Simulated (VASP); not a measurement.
# Sc2AlN2 (I4/mmm) in VASP: a series of runs

Runs on Sc2AlN2. Level: PBE. Tasks: single point.

Everything below comes from runs of VASP 6.6.1. Logs are shortened: lines on timing, memory, paths and dates and some standing lists are left out, and cuts for length are marked.

## (1) The cell of the first run

It takes space group I4/mmm (No. 139, tetragonal). The conventional cell has a = 3.204 Å, b = 3.204 Å, c = 12.192 Å, α = 90.00°, β = 90.00°, γ = 90.00°. Within 3.0 Å of Sc (site symmetry 4mm) lie 5 N at 2.18 to 2.27 Å and 4 Al at 3.00 Å. Al (site symmetry 4/mmm) has 2 N at 1.96 Å within 2.6 Å. N (site symmetry 4mm) has 1 Al at 1.96 Å and 5 Sc at 2.18 to 2.27 Å within 2.6 Å.

The cell was generated, and may not be a known phase.

## (2) Single point, PBE

The input, INCAR:

```
  PREC = Accurate
  ENCUT = 520
  EDIFF = 1E-7
  ISMEAR = 0
  SIGMA = 0.1
  LREAL = False
  LASPH = True
  NELM = 60
  ALGO = Normal
  ISIF = 2
  LWAVE = False
  LCHARG = False
  GGA = PE
  NBANDS = 26
```

The input, KPOINTS:

```
Automatic mesh
0
Gamma
  14 14 14
```

The input, POSCAR:

```
Sc2AlN2
1.0
   -1.6019426512      1.6019426512      6.0957625172
    1.6019426512     -1.6019426512      6.0957625172
    1.6019426512      1.6019426512     -6.0957625172
Sc Al N
2 1 2
Direct
    0.6607644020      0.6607644020      0.0000000000
    0.3392355980      0.3392355980      0.0000000000
    0.0000000000      0.0000000000      0.0000000000
    0.8395914773      0.8395914773      0.0000000000
    0.1604085227      0.1604085227      0.0000000000
```

Potentials or basis: VASP PAW PBE potentials, release 64 (Sc_sv, Al, N).

The run is started by

```sh
$ cat potpaw_PBE.64/Sc_sv/POTCAR potpaw_PBE.64/Al/POTCAR potpaw_PBE.64/N/POTCAR > POTCAR
$ mpirun -np 1 vasp_std > vasp.out
```

OUTCAR:

```text
PREC = Accurate
   ENCUT = 520
   EDIFF = 1E-7
   ISMEAR = 0
   LREAL = False
   LASPH = True
   NELM = 60
   ISIF = 2
   GGA = PE

 ion  position               nearest neighbor table
   1  0.661  0.661  0.000-   4 2.18   5 2.27   5 2.27   5 2.27   5 2.27   3 3.00   3 3.00   3 3.00
                             3 3.00   2 3.14   2 3.14   2 3.14   2 3.14
   2  0.339  0.339  0.000-   5 2.18   4 2.27   4 2.27   4 2.27   4 2.27   3 3.00   3 3.00   3 3.00
                             3 3.00   1 3.14   1 3.14   1 3.14   1 3.14
   3  0.000  0.000  0.000-   4 1.96   5 1.96   1 3.00   2 3.00   1 3.00   1 3.00   1 3.00   2 3.00
                             2 3.00   2 3.00
   4  0.840  0.840  0.000-   3 1.96   1 2.18   2 2.27   2 2.27   2 2.27   2 2.27
   5  0.160  0.160  0.000-   3 1.96   2 2.18   1 2.27   1 2.27   1 2.27   1 2.27

  LATTYP: Found a body centered tetragonal cell.
 ALAT       =     3.2038853024
 C/A-ratio  =     3.8052314249

  Lattice vectors:

 A1 = (  -1.6019426512,   1.6019426512,   6.0957625172)
 A2 = (   1.6019426512,  -1.6019426512,   6.0957625172)
 A3 = (   1.6019426512,   1.6019426512,  -6.0957625172)

Analysis of symmetry for initial positions (statically):
=====================================================================
 Subroutine PRICEL returns:
 Original cell was already a primitive cell.

 Routine SETGRP: Setting up the symmetry group for a
 body centered tetragonal supercell.

 Subroutine GETGRP returns: Found 16 space group operations
 (whereof 16 operations were pure point group operations)
 out of a pool of 16 trial point group operations.

The static configuration has the point symmetry D_4h.

Analysis of symmetry for dynamics (positions and initial velocities):
=====================================================================
 Subroutine PRICEL returns:
 Original cell was already a primitive cell.

 Routine SETGRP: Setting up the symmetry group for a
 body centered tetragonal supercell.

 Subroutine GETGRP returns: Found 16 space group operations
 (whereof 16 operations were pure point group operations)
 out of a pool of 16 trial point group operations.

The dynamic configuration has the point symmetry D_4h.

 Subroutine INISYM returns: Found 16 space group operations
 (whereof 16 operations are pure point group operations),
 and found     1 'primitive' translations

----------------------------------------------------------------------------------------

                                     Primitive cell

  volume of cell :      62.5723

  direct lattice vectors                    reciprocal lattice vectors
    -1.601942651  1.601942651  6.095762517     0.000000000  0.312121036  0.082024193
     1.601942651 -1.601942651  6.095762517     0.312121036  0.000000000  0.082024193
     1.601942651  1.601942651 -6.095762517     0.312121036  0.312121036  0.000000000

  length of vectors
     6.503134720  6.503134720  6.503134720     0.322718932  0.322718932  0.441405802

  position of ions in fractional coordinates (direct lattice)
     0.660764402  0.660764402  0.000000000
     0.339235598  0.339235598  0.000000000
     0.000000000  0.000000000  0.000000000
     0.839591477  0.839591477  0.000000000
     0.160408523  0.160408523  0.000000000

  ion indices of the primitive-cell ions
   primitive index   ion index
                 1           1
                 2           2
                 3           3
                 4           4
                 5           5

----------------------------------------------------------------------------------------

 KPOINTS: Automatic mesh

Automatic generation of k-mesh.
 Grid dimensions read from file:
 generate k-points for:   14   14   14

 Generating k-lattice:

  Cartesian coordinates                     Fractional coordinates (reciprocal lattice)
     0.000000000  0.022294360  0.005858871     0.071428571  0.000000000  0.000000000
     0.022294360  0.000000000  0.005858871     0.000000000  0.071428571  0.000000000
     0.022294360  0.022294360  0.000000000     0.000000000  0.000000000  0.071428571

  Length of vectors
     0.023051352  0.023051352  0.031528986

  Shift w.r.t. Gamma in fractional coordinates (k-lattice)
     0.000000000  0.000000000  0.000000000

 Subroutine IBZKPT returns following result:
 ===========================================

 Found    244 irreducible k-points:

 Following reciprocal coordinates:
            Coordinates               Weight
  0.000000  0.000000  0.000000      1.000000
  0.071429 -0.000000  0.000000      8.000000
  0.142857 -0.000000  0.000000      8.000000
  0.214286 -0.000000  0.000000      8.000000
  0.285714 -0.000000  0.000000      8.000000
  0.357143 -0.000000  0.000000      8.000000
[... 16 lines left out ...]
  0.214286  0.142857  0.000000     16.000000
  0.285714  0.142857  0.000000     16.000000
 [... further k-points ...]
   k-points           NKPTS =    244   k-points in BZ     NKDIM =    244   number of bands    NBANDS=     26
   number of dos      NEDOS =    301   number of ions     NIONS =      5
   total plane-waves  NPLWV = 110592
   dimension x,y,z NGX =    48 NGY =   48 NGZ =   48
   dimension x,y,z NGXF=    96 NGYF=   96 NGZF=   96
   ions per type =               2   1   2
   NGX,Y,Z   is equivalent  to a cutoff of  12.27, 12.27, 12.27 a.u.
   NGXF,Y,Z  is equivalent  to a cutoff of  24.54, 24.54, 24.54 a.u.
 SYSTEM =  unknown system
   PREC   = accura    normal or accurate (medium, high low for compatibility)
   ISTART =      0    job   : 0-new  1-cont  2-samecut
   ICHARG =      2    charge: 1-file 2-atom 10-const
   ISPIN  =      1    spin polarized calculation?
   LNONCOLLINEAR =      F non collinear calculations
   LSORBIT =      F    spin-orbit coupling
   LASPH  =      T    aspherical Exc in radial PAW
   ENCUT  =  520.0 eV  38.22 Ry    6.18 a.u.  12.09 12.09 12.09*2*pi/ulx,y,z
   NELM   =     60;   NELMIN=  2; NELMDL= -5     # of ELM steps
   EDIFF  = 0.1E-06   stopping-criterion for ELM
   LREAL  =      F    real-space projection
   EDIFFG = 0.1E-05   stopping-criterion for IOM
   NSW    =      0    number of steps for IOM
   IBRION =     -1    ionic relax: 0-MD 1-quasi-New 2-CG
   NFREE  =      0    steps in history (QN), initial steepest desc. (CG)
   ISIF   =      2    stress and relaxation
   ISYM   =      2    0-nonsym 1-usesym 2-fastsym
   POTIM  = 0.5000    time-step for ionic-motion
   TEBEG  =    0.0;   TEEND  =   0.0 temperature during run
   PSTRESS=    0.0 pullay stress
   NELECT =      35.0000    total number of electrons
   NUPDOWN=      -1.0000    fix difference up-down
   EMIN   =  10.00;   EMAX   =-10.00  energy-range for DOS
   EFERMI =   0.00;   METHOD = LEGACY
   ISMEAR =     0;   SIGMA  =   0.10  broadening in eV -4-tet -1-fermi 0-gaus
   EFERMI_NEDOS =   21; number of points for ismear=-14 and -15
   IALGO  =     38    algorithm
   IMIX   =      4    mixing-type and parameters
     AMIX     =   0.40;   BMIX     =  1.00
     AMIX_MAG =   1.60;   BMIX_MAG =  1.00
  volume/ion in A,a.u.               =      12.51        84.45
  Fermi-wavevector in a.u.,A,eV,Ry     =   1.348870  2.548995 24.755135  1.819451
  Thomas-Fermi vector in A             =   2.476504
   LORBIT       =      0    0 simple, 1 ext, 2 COOP (PROOUT), +10 PAW based schemes
   GGA     = PE    functional components
   LHFCALC =     F    Hartree Fock is set to
   AEXX    =    0.0000 exact exchange contribution
   IVDW    =     0    specifies the selected vdW correction
   LEPSILON=     F    determine dielectric tensor
   LRPA    =     F    only Hartree local field effects (RPA)
 non-spin polarized calculation
 Gauss-broadening in eV      SIGMA  =   0.10
  energy-cutoff  :      520.00
  volume of cell :       62.57
 maximum number of plane-waves:      1710
   NGX = 25   NGY = 25   NGZ = 25

 number of electron      35.0000003 magnetization

 Free energy of the ion-electron system (eV)
  ---------------------------------------------------
  ext. energy  EPLUGINS =         0.00000000
  ---------------------------------------------------
  free energy    TOTEN  =       -40.06462812 eV

  energy without entropy =      -40.05231310  energy(sigma->0) =      -40.05847061

 E-fermi :   7.1957     XC(G=0): -11.3971

 val. band max:        7.1929487909   @ k =  -0.1429   0.4286   0.0714
 cond. band min:       7.1958999195   @ k =   0.1429  -0.0000   0.0000
 fundamental gap:      0.0029511286
 Fermi energy:         7.1956679059

 k-point     1 :       0.0000    0.0000    0.0000
  band No.  band energies     occupation
      1     -42.2505      2.00000
      2     -42.1760      2.00000
      3     -21.1061      2.00000
      4     -20.8226      2.00000
      5     -20.8226      2.00000
      6     -20.7918      2.00000
[... 18 lines left out ...]
     25      10.4135      0.00000
     26      10.4199      0.00000

 k-point     2 :       0.0714   -0.0000    0.0000
  band No.  band energies     occupation
      1     -42.2481      2.00000
      2     -42.1754      2.00000
      3     -21.1039      2.00000
      4     -20.8625      2.00000
      5     -20.8187      2.00000
      6     -20.7707      2.00000
[... 18 lines left out ...]
     25      10.5983      0.00000
     26      10.6714      0.00000

 k-point     3 :       0.1429   -0.0000    0.0000
  band No.  band energies     occupation
      1     -42.2412      2.00000
      2     -42.1740      2.00000
      3     -21.1000      2.00000
      4     -20.9312      2.00000
      5     -20.8078      2.00000
      6     -20.7607      2.00000
[... 18 lines left out ...]
     25      11.0900      0.00000
     26      11.0957      0.00000

 k-point     4 :       0.2143   -0.0000    0.0000
  band No.  band energies     occupation
      1     -42.2308      2.00000
      2     -42.1724      2.00000
      3     -21.1025      2.00000
      4     -21.0117      2.00000
      5     -20.8138      2.00000
      6     -20.7912      2.00000
[... 18 lines left out ...]
     25      11.5007      0.00000
     26      11.7221      0.00000

 k-point     5 :       0.2857   -0.0000    0.0000
  band No.  band energies     occupation
      1     -42.2182      2.00000
      2     -42.1716      2.00000
      3     -21.1237      2.00000
      4     -21.0921      2.00000
      5     -20.8501      2.00000
      6     -20.7712      2.00000
[... 18 lines left out ...]
     25      11.5042      0.00000
     26      12.2240      0.00000

 k-point     6 :       0.3571   -0.0000    0.0000
  band No.  band energies     occupation
      1     -42.2051      2.00000
      2     -42.1726      2.00000
      3     -21.1636      2.00000
      4     -21.1594      2.00000
      5     -20.8560      2.00000
      6     -20.7712      2.00000
[... 427 lines left out ...]
 k-point    21 :      -0.0714    0.0714    0.0000
  band No.  band energies     occupation
      1     -42.2458      2.00000
      2     -42.1748      2.00000
      3     -21.1022      2.00000
      4     -20.8724      2.00000
      5     -20.8374      2.00000
      6     -20.7562      2.00000
[... 18 lines left out ...]
     25      10.7218      0.00000
     26      11.0025      0.00000

 k-point    22 :       0.1429    0.1429    0.0000
  band No.  band energies     occupation
      1     -42.2322      2.00000
      2     -42.1718      2.00000
      3     -21.0909      2.00000
      4     -20.9369      2.00000
      5     -20.8793      2.00000
      6     -20.7708      2.00000
[... 18 lines left out ...]
     25      11.1609      0.00000
     26      11.6795      0.00000

 k-point    23 :       0.2143    0.1429    0.0000
  band No.  band energies     occupation
      1     -42.2222      2.00000
      2     -42.1699      2.00000
      3     -21.0905      2.00000
      4     -20.9942      2.00000
      5     -20.8802      2.00000
      6     -20.8133      2.00000
[... 18 lines left out ...]
     25      11.3687      0.00000
     26      11.5291      0.00000

 k-point    24 :       0.2857    0.1429    0.0000
  band No.  band energies     occupation
      1     -42.2103      2.00000
      2     -42.1686      2.00000
      3     -21.1072      2.00000
      4     -21.0688      2.00000
      5     -20.8622      2.00000
      6     -20.8472      2.00000
[... 18 lines left out ...]
     25      11.0975      0.00000
     26      11.7979      0.00000

 [... further k-points ...]

------------------------ aborting loop because EDIFF is reached ----------------------------------------

  FORCE on cell =-STRESS in cart. coord.  units (eV):
  Direction    XX          YY          ZZ          XY          YZ          ZX
  --------------------------------------------------------------------------------------
  -------------------------------------------------------------------------------------
  Total        0.2555191      0.2555191      0.1287167      0.0000000      0.0000000     -0.0000000
  in kB        6.5426247      6.5426247      3.2958198      0.0000000      0.0000000     -0.0000000
  external PRESSURE =       5.4603564 kB  Pullay stress =       0.0000000 kB

 VOLUME and BASIS-vectors are now :
 -----------------------------------------------------------------------------
  energy-cutoff  :      520.00
  volume of cell :       62.57
      direct lattice vectors                 reciprocal lattice vectors
    -1.601942651  1.601942651  6.095762517     0.000000000  0.312121036  0.082024193
     1.601942651 -1.601942651  6.095762517     0.312121036  0.000000000  0.082024193
     1.601942651  1.601942651 -6.095762517     0.312121036  0.312121036  0.000000000

 POSITION                                       TOTAL-FORCE (eV/Angst)
 -----------------------------------------------------------------------------------
      0.00000      0.00000      8.05573         0.000000      0.000000     -0.034479
      0.00000      0.00000      4.13580         0.000000      0.000000      0.034479
      0.00000      0.00000      0.00000        -0.000000     -0.000000     -0.000000
      0.00000      0.00000     10.23590         0.000000      0.000000      0.042495
      0.00000      0.00000      1.95562        -0.000000     -0.000000     -0.042495
 -----------------------------------------------------------------------------------
    total drift:                               -0.000000     -0.000000      0.000000

  FREE ENERGIE OF THE ION-ELECTRON SYSTEM (eV)
  ---------------------------------------------------
  free  energy   TOTEN  =       -40.0646281169 eV

  energy  without entropy=      -40.0523131020  energy(sigma->0) =      -40.05847061
```

It took 21 min on 1 thread of AMD EPYC 7R43 (Zen 3), shared host; peak memory 0.53 GiB.

Results:

```yaml
Free_energy: -40.0646 eV
Pressure: 0.5 GPa
Largest_force: 0.042 eV/Å
Band_gap_on_the_k_mesh: zero (an odd number of electrons rules out a gap without spin polarisation)
```

Forces in eV/Å, atoms in the order of the input:
```
Sc   0.000  0.000 -0.034
Sc   0.000  0.000  0.034
Al   0.000  0.000  0.000
N    0.000  0.000  0.042
N    0.000  0.000 -0.042
```

## (3) Single point, PBE

The input, INCAR:

```
SYSTEM = Sc2AlN2
PREC = Accurate ; ENCUT = 520
EDIFF = 1E-7 ; ISMEAR = 0
SIGMA = 0.1 ; LREAL = .False.
LASPH = .True. ; NELM = 80
ALGO = Normal ; ISIF = 2
LWAVE = .False. ; LCHARG = .False.
GGA = PE ; NBANDS = 26
```

The input, KPOINTS:

```
Automatic mesh
0
Gamma
  14 14 14
  0 0 0
```

POSCAR is that of step 2.

Potentials or basis: VASP PAW PBE potentials, release 64 (Sc_sv, Al, N).

The run is started by

```sh
$ cat potpaw_PBE.64/Sc_sv/POTCAR potpaw_PBE.64/Al/POTCAR potpaw_PBE.64/N/POTCAR > POTCAR
$ mpirun -np 1 vasp_std > vasp.out
```

Wall time 32 min (1 thread of AMD EPYC 7R43 (Zen 3), shared host); peak memory 0.54 GiB.

Results (log left out):

| Quantity | Value |
| --- | --- |
| Free energy | -40.0646 eV |
| Pressure | 0.5 GPa |
| Largest force | 0.042 eV/Å |
| Band gap on the k mesh | zero (an odd number of electrons rules out a gap without spin polarisation) |

Forces in eV/Å, atoms in the order of the input:
```
Sc   0.000  0.000 -0.034
Sc   0.000  0.000  0.034
Al   0.000  0.000  0.000
N    0.000  0.000  0.042
N    0.000  0.000 -0.042
```

Stress tensor (GPa, compression positive):
```
0.65 0.00 0.00
0.00 0.65 0.00
0.00 0.00 0.33
```

Levels at points of the mesh, in eV from the Fermi level:
| k point | band 15 | band 16 | band 17 | band 18 | band 19 | band 20 | band 21 | band 22 |
| --- | --- | --- | --- | --- | --- | --- | --- | --- |
| (0.00, 0.00, 0.00) | -2.52 | -2.26 | -2.26 | -0.88 | 0.17 | 1.87 | 1.87 | 2.55 |
| (0.50, 0.00, 0.00) | -4.13 | -4.08 | -2.41 | -0.04 | 2.63 | 2.95 | 2.96 | 3.06 |
| (0.50, 0.50, 0.00) | -4.07 | -3.49 | -2.24 | -0.30 | 0.26 | 0.63 | 2.85 | 3.72 |
| (0.50, 0.50, 0.50) | -2.10 | -2.10 | -1.06 | -0.93 | 0.49 | 1.24 | 1.24 | 2.33 |

## (4) Single point, PBE (13.77 Å³/atom)

This run uses another cell than the first one, of 13.77 Å³/atom.

The input, INCAR:

```
PREC = Accurate ; ENCUT = 520
EDIFF = 1E-6 ; ISMEAR = 0
SIGMA = 0.1 ; LREAL = False
LASPH = True ; NELM = 80
ALGO = Normal ; ISIF = 2
LWAVE = False ; LCHARG = False
GGA = PE ; NBANDS = 26
```

The input, KPOINTS:

```
regular mesh
0
Gamma
  14 14 14
```

The input, POSCAR:

```
Sc2AlN2
1.0
   -1.6542262878      1.6542262878      6.2881778602
    1.6542262878     -1.6542262878      6.2881778602
    1.6542262878      1.6542262878     -6.2881778602
Sc Al N
2 1 2
Direct
    0.6631262457      0.6631262457      0.0000000000
    0.3368737543      0.3368737543      0.0000000000
    0.0000000000      0.0000000000      0.0000000000
    0.8388881091      0.8388881091      0.0000000000
    0.1611118909      0.1611118909      0.0000000000
```

The run is started by

```sh
$ cat potpaw_PBE.64/Sc_sv/POTCAR potpaw_PBE.64/Al/POTCAR potpaw_PBE.64/N/POTCAR > POTCAR
$ mpirun -np 1 vasp_std > vasp.out
```

It took 33 min on 1 thread of AMD EPYC 7R43 (Zen 3), shared host; peak memory 0.6 GiB.

Results (log left out):

| Property | Result |
| --- | --- |
| Free energy | -39.8248 eV |
| Pressure | -11.8 GPa |
| Largest force | 0.032 eV/Å |
| Band gap on the k mesh | zero (an odd number of electrons rules out a gap without spin polarisation) |

Forces in eV/Å, atoms in the order of the input:
```
Sc   0.000  0.000 -0.030
Sc   0.000  0.000  0.030
Al   0.000  0.000  0.000
N    0.000  0.000  0.032
N    0.000  0.000 -0.032
```

Stress tensor (GPa, compression positive):
```
-11.71   0.00   0.00
  0.00 -11.71   0.00
  0.00   0.00 -11.97
```

Levels at points of the mesh, in eV from the Fermi level:
| k point | band 16 | band 17 | band 18 | band 19 | band 20 | band 21 |
| --- | --- | --- | --- | --- | --- | --- |
| (0.00, 0.00, 0.00) | -2.16 | -2.16 | -0.75 | 0.33 | 1.69 | 1.69 |
| (0.50, 0.00, 0.00) | -3.74 | -2.19 | -0.12 | 2.43 | 2.58 | 2.66 |
| (0.50, 0.50, 0.00) | -3.36 | -1.94 | -0.20 | 0.37 | 0.67 | 2.74 |
| (0.50, 0.50, 0.50) | -2.02 | -0.89 | -0.87 | 0.58 | 1.16 | 1.16 |

Caveat: the cell stands under tension.
